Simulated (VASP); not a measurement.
# SnO (Pmn2_1) in VASP: further runs

The runs below take SnO through single point, with LDA, PBEsol.

Program: VASP 6.6.1. These are calculated values, not measurements. Logs are shortened: lines on timing, memory, paths and dates and some standing lists are left out, and cuts for length are marked.

## Step 1: The cell of the first run

The structure is orthorhombic, space group Pmn2_1 (No. 31). The conventional cell has a = 3.355 Å, b = 5.674 Å, c = 4.222 Å, α = 90.00°, β = 90.00°, γ = 90.00°. Within 2.8 Å of Sn (site symmetry m) lie 3 O at 2.15 to 2.16 Å. Within 2.8 Å of O (site symmetry m) lie 3 Sn at 2.15 to 2.16 Å.

## Step 2: Single point, LDA

File POSCAR:

```
SnO
1.0
    3.3550050000      0.0000000000      0.0000000000
    0.0000000000      5.6741040000      0.0000000000
    0.0000000000      0.0000000000      4.2219700000
Sn O
2 2
Direct
    0.5000000000      0.7680910000      0.0131440000
    0.0000000000      0.2319090000      0.5131440000
    0.5000000000      0.1087500000      0.2368570000
    0.0000000000      0.8912500000      0.7368570000
```

File INCAR.step1:

```
  PREC = Accurate
  ENCUT = 910
  EDIFF = 1E-6
  ISMEAR = -1
  SIGMA = 0.05
  LREAL = F
  LASPH = T
  NELM = 120
  ALGO = Normal
  ISIF = 2
  LWAVE = F
  LCHARG = T
  NBANDS = 28
  GGA_COMPAT = F
  NEDOS = 2001
  LORBIT = 11
```

File KPOINTS.step1:

```
Automatic mesh
0
Gamma
  5 3 4
```

File INCAR.step2:

```
  PREC = Accurate
  ENCUT = 910
  EDIFF = 1E-6
  ISMEAR = -5
  SIGMA = 0.05
  LREAL = F
  LASPH = T
  NELM = 120
  ALGO = Normal
  ISIF = 2
  LWAVE = F
  LCHARG = F
  LORBIT = 11
  NBANDS = 28
  NEDOS = 1001
  ICHARG = 11
  GGA_COMPAT = F
```

File KPOINTS.step2:

```
Automatic mesh
0
Gamma
  8 5 6
```

Potentials or basis: VASP PAW LDA potentials, release 64 (Sn_d, O_h).

Launch:

```console
cat potpaw_LDA.64/Sn_d/POTCAR potpaw_LDA.64/O_h/POTCAR > POTCAR
cp INCAR.step1 INCAR
cp KPOINTS.step1 KPOINTS
mpirun -np 1 vasp_std > vasp.out
cp INCAR.step2 INCAR
cp KPOINTS.step2 KPOINTS
mpirun -np 1 vasp_std > vasp.out
```

OUTCAR:

```text
PREC = Accurate
   ENCUT = 910
   EDIFF = 1E-6
   ISMEAR = -5
   LREAL = F
   LASPH = T
   NELM = 120
   ISIF = 2
   LORBIT = 11
   ICHARG = 11

 ion  position               nearest neighbor table
   1  0.500  0.768  0.013-   3 2.15   4 2.16   4 2.16
   2  0.000  0.232  0.513-   4 2.15   3 2.16   3 2.16
   3  0.500  0.109  0.237-   1 2.15   2 2.16   2 2.16
   4  0.000  0.891  0.737-   2 2.15   1 2.16   1 2.16

  LATTYP: Found a simple orthorhombic cell.
 ALAT       =     3.3550050000
 B/A-ratio  =     1.2584094510
 C/A-ratio  =     1.6912356315

  Lattice vectors:

 A1 = (  -3.3550050000,   0.0000000000,   0.0000000000)
 A2 = (   0.0000000000,   0.0000000000,   4.2219700000)
 A3 = (   0.0000000000,   5.6741040000,   0.0000000000)

Analysis of symmetry for initial positions (statically):
=====================================================================
 Subroutine PRICEL returns:
 Original cell was already a primitive cell.

 Routine SETGRP: Setting up the symmetry group for a
 simple orthorhombic supercell.

 Subroutine GETGRP returns: Found  4 space group operations
 (whereof  2 operations were pure point group operations)
 out of a pool of  8 trial point group operations.

The static configuration has the point symmetry C_1h.
 The point group associated with its full space group is C_2v.

Analysis of symmetry for dynamics (positions and initial velocities):
=====================================================================
 Subroutine PRICEL returns:
 Original cell was already a primitive cell.

 Routine SETGRP: Setting up the symmetry group for a
 simple orthorhombic supercell.

 Subroutine GETGRP returns: Found  4 space group operations
 (whereof  2 operations were pure point group operations)
 out of a pool of  8 trial point group operations.

The dynamic configuration has the point symmetry C_1h.
 The point group associated with its full space group is C_2v.

 Subroutine INISYM returns: Found  4 space group operations
 (whereof  2 operations are pure point group operations),
 and found     1 'primitive' translations

----------------------------------------------------------------------------------------

                                     Primitive cell

  volume of cell :      80.3722

  direct lattice vectors                    reciprocal lattice vectors
     3.355005000  0.000000000  0.000000000     0.298062149  0.000000000  0.000000000
     0.000000000  5.674104000  0.000000000     0.000000000  0.176239279  0.000000000
[... 96 lines left out ...]
   NFREE  =      0    steps in history (QN), initial steepest desc. (CG)
   ISIF   =      2    stress and relaxation
   ISYM   =      2    0-nonsym 1-usesym 2-fastsym
   POTIM  = 0.5000    time-step for ionic-motion
   TEBEG  =    0.0;   TEEND  =   0.0 temperature during run
   PSTRESS=    0.0 pullay stress
   NELECT =      40.0000    total number of electrons
   NUPDOWN=      -1.0000    fix difference up-down
   EMIN   =  10.00;   EMAX   =-10.00  energy-range for DOS
   EFERMI =   0.00;   METHOD = LEGACY
   ISMEAR =    -5;   SIGMA  =   0.05  broadening in eV -4-tet -1-fermi 0-gaus
   EFERMI_NEDOS =   21; number of points for ismear=-14 and -15
   IALGO  =     38    algorithm
   IMIX   =      4    mixing-type and parameters
     AMIX     =   0.40;   BMIX     =  1.00
     AMIX_MAG =   1.60;   BMIX_MAG =  1.00
  volume/ion in A,a.u.               =      20.09       135.59
  Fermi-wavevector in a.u.,A,eV,Ry     =   1.297357  2.451650 22.900458  1.683136
  Thomas-Fermi vector in A             =   2.428755
   LORBIT       =     11    0 simple, 1 ext, 2 COOP (PROOUT), +10 PAW based schemes
   GGA     = CA    functional components
   LHFCALC =     F    Hartree Fock is set to
   AEXX    =    0.0000 exact exchange contribution
   IVDW    =     0    specifies the selected vdW correction
   LEPSILON=     F    determine dielectric tensor
   LRPA    =     F    only Hartree local field effects (RPA)
 non-spin polarized calculation
 Fermi weights with tetrahedron method with Bloechl corrections
  energy-cutoff  :      910.00
  volume of cell :       80.37
 maximum number of plane-waves:      5034
 NGX is ok and might be reduce to    36

 number of electron      39.9999997 magnetization

 Free energy of the ion-electron system (eV)
  ---------------------------------------------------
  ext. energy  EPLUGINS =         0.00000000
  ---------------------------------------------------
  free energy    TOTEN  =       -25.20208036 eV

  energy without entropy =      -25.20208036  energy(sigma->0) =      -25.20208036

 E-fermi :   4.7398     XC(G=0):  -9.9676

 val. band max:        4.7186208025   @ k =   0.0000   0.0000   0.0000
 cond. band min:       6.1674635396   @ k =   0.3750   0.4000   0.0000
 fundamental gap:      1.4488427371
 Fermi energy:         4.7397941502

 k-point     1 :       0.0000    0.0000    0.0000
  band No.  band energies     occupation
      1     -16.3573      2.00000
      2     -16.0487      2.00000
      3     -15.9604      2.00000
      4     -15.9398      2.00000
      5     -15.9136      2.00000
      6     -15.8785      2.00000
[... 733 lines left out ...]
     27      13.5850      0.00000
     28      14.6166      0.00000

 [... further k-points ...]
[... 5 lines left out ...]
  --------------------------------------------------------------------------------------
  -------------------------------------------------------------------------------------
  Total       -3.1814237     -2.5407313     -2.4274131      0.0000000      0.0000000      0.0000000
  in kB      -63.4200369    -50.6481641    -48.3892243      0.0000000      0.0000000      0.0000000
  external PRESSURE =     -54.1524751 kB  Pullay stress =       0.0000000 kB

 VOLUME and BASIS-vectors are now :
 -----------------------------------------------------------------------------
  energy-cutoff  :      910.00
  volume of cell :       80.37
      direct lattice vectors                 reciprocal lattice vectors
     3.355005000  0.000000000  0.000000000     0.298062149  0.000000000  0.000000000
     0.000000000  5.674104000  0.000000000     0.000000000  0.176239279  0.000000000
     0.000000000  0.000000000  4.221970000     0.000000000  0.000000000  0.236856254

 POSITION                                       TOTAL-FORCE (eV/Angst)
 -----------------------------------------------------------------------------------
      1.67750      4.35823      0.05549         0.000000      0.627850     -0.194177
      0.00000      1.31588      2.16648         0.000000     -0.627850     -0.194177
      1.67750      0.61706      1.00000         0.000000     -0.173092      0.194177
      0.00000      5.05705      3.11099         0.000000      0.173092      0.194177
 -----------------------------------------------------------------------------------
    total drift:                                0.000000      0.000000      0.000796

  FREE ENERGIE OF THE ION-ELECTRON SYSTEM (eV)
  ---------------------------------------------------
  free  energy   TOTEN  =       -25.2020803592 eV

  energy  without entropy=      -25.2020803592  energy(sigma->0) =      -25.20208036

 total charge

# of ion       s       p       d       tot
------------------------------------------
    1        1.282   0.814  10.063  12.159
    2        1.282   0.814  10.063  12.159
    3        1.045   2.283   0.000   3.328
    4        1.045   2.283   0.000   3.328
--------------------------------------------------
tot          4.654   6.194  20.126  30.974
```

OUTCAR.step1:

```text
PREC = Accurate
   ENCUT = 910
   EDIFF = 1E-6
   ISMEAR = -1
   LREAL = F
   LASPH = T
   NELM = 120
   ISIF = 2
   LORBIT = 11

[... 782 lines left out ...]

  FREE ENERGIE OF THE ION-ELECTRON SYSTEM (eV)
  ---------------------------------------------------
  free  energy   TOTEN  =       -25.1973933636 eV

  energy  without entropy=      -25.1973933389  energy(sigma->0) =      -25.19739335

 total charge

# of ion       s       p       d       tot
------------------------------------------
    1        1.282   0.814  10.063  12.159
    2        1.282   0.814  10.063  12.159
    3        1.045   2.283   0.000   3.328
    4        1.045   2.283   0.000   3.328
--------------------------------------------------
tot          4.656   6.194  20.125  30.975
```

OSZICAR.step1:

```text
N       E                     dE             d eps       ncg     rms          rms(c)
DAV:   1     0.540099192892E+03    0.54010E+03   -0.27157E+04  1020   0.295E+03
DAV:   2     0.882235363786E+02   -0.45188E+03   -0.43763E+03  1024   0.694E+02
DAV:   3    -0.192860553548E+02   -0.10751E+03   -0.10311E+03  1324   0.227E+02
DAV:   4    -0.286996639071E+02   -0.94136E+01   -0.92994E+01  1148   0.684E+01
DAV:   5    -0.290440452567E+02   -0.34438E+00   -0.34360E+00  1220   0.136E+01    0.117E+01
DAV:   6    -0.253620784087E+02    0.36820E+01   -0.16216E+01  1688   0.471E+01    0.550E+00
DAV:   7    -0.252660469189E+02    0.96031E-01   -0.22804E+00  1148   0.910E+00    0.269E+00
DAV:   8    -0.252123091576E+02    0.53738E-01   -0.48094E-01  1216   0.457E+00    0.853E-01
DAV:   9    -0.251966716378E+02    0.15638E-01   -0.46896E-02  1676   0.226E+00    0.274E-01
DAV:  10    -0.251976337500E+02   -0.96211E-03   -0.72462E-03  1220   0.704E-01    0.117E-01
DAV:  11    -0.251973890834E+02    0.24467E-03   -0.13592E-03  1696   0.333E-01    0.279E-02
DAV:  12    -0.251973981357E+02   -0.90523E-05   -0.14405E-04  1060   0.842E-02    0.267E-02
DAV:  13    -0.251973935831E+02    0.45526E-05   -0.18464E-05  1232   0.314E-02    0.768E-03
DAV:  14    -0.251973933636E+02    0.21950E-06   -0.23024E-06   904   0.994E-03
   1 F= -.25197393E+02 E0= -.25197393E+02  d E =-.246698E-07
```

Run time: 2.1 min. Hardware: 1 thread of Intel Xeon 6975P-C (Granite Rapids), shared host; peak memory 0.37 GiB.

Results:

```yaml
Valence_electrons_inside_the_program's_atomic_spheres: Sn 12.16; O 3.33
```

Caveat: the cutoff is under 1.25 times the usual one of these potentials, so pressure, stress and relaxed cells hold a basis-set (Pulay) error; spin-orbit coupling is left out, which moves the levels of the heavy elements.

## Step 3: Single point, PBEsol

POSCAR is that of step 2.

File INCAR.step1:

```
PREC = Accurate
ENCUT = 910
EDIFF = 1E-6
ISMEAR = -1
SIGMA = 0.05
LREAL = F
LASPH = T
NELM = 120
ALGO = Normal
ISIF = 2
LWAVE = F
LCHARG = T
GGA = PS
NBANDS = 28
GGA_COMPAT = F
NEDOS = 2001
LORBIT = 11
```

KPOINTS.step1 is that of step 2.

File INCAR.step2:

```
PREC = Accurate
ENCUT = 910
EDIFF = 1E-6
ISMEAR = -5
SIGMA = 0.05
LREAL = F
LASPH = T
NELM = 120
ALGO = Normal
ISIF = 2
LWAVE = F
LCHARG = F
GGA = PS
LORBIT = 10
NBANDS = 28
NEDOS = 1001
ICHARG = 11
GGA_COMPAT = F
```

KPOINTS.step2 is that of step 2.

Potentials or basis: VASP PAW PBE potentials, release 64 (Sn_d, O_h).

Launch:

```console
cat potpaw_PBE.64/Sn_d/POTCAR potpaw_PBE.64/O_h/POTCAR > POTCAR
cp INCAR.step1 INCAR
cp KPOINTS.step1 KPOINTS
mpirun -np 1 vasp_std > vasp.out
cp INCAR.step2 INCAR
cp KPOINTS.step2 KPOINTS
mpirun -np 1 vasp_std > vasp.out
```

Wall time 1.8 min (1 thread of Intel Xeon 6975P-C (Granite Rapids), shared host); peak memory 0.43 GiB.

Results (log left out):

* Valence electrons inside the program's atomic spheres: Sn 12.14; O 3.33

Levels at points of the mesh, in eV from the valence-band top:
```tsv
k point	band 17	band 18	band 19	band 20	band 21	band 22	band 23	band 24
(0.00, 0.00, 0.00)	-3.50	-2.64	-2.05	0.00	2.61	3.11	5.82	5.86
(0.50, 0.00, 0.00)	-2.58	-2.58	-1.25	-1.25	2.53	2.53	5.49	5.49
(0.00, 0.00, 0.50)	-3.20	-3.20	-1.66	-1.66	2.61	2.61	5.17	5.17
(0.50, 0.00, 0.50)	-3.16	-3.16	-1.08	-1.08	2.06	2.06	4.56	4.56
```

Caveat: the cutoff is under 1.25 times the usual one of these potentials, so pressure, stress and relaxed cells hold a basis-set (Pulay) error; the PAW data sets were made with another functional, which shifts forces and pressure a little; spin-orbit coupling is left out, which moves the levels of the heavy elements.
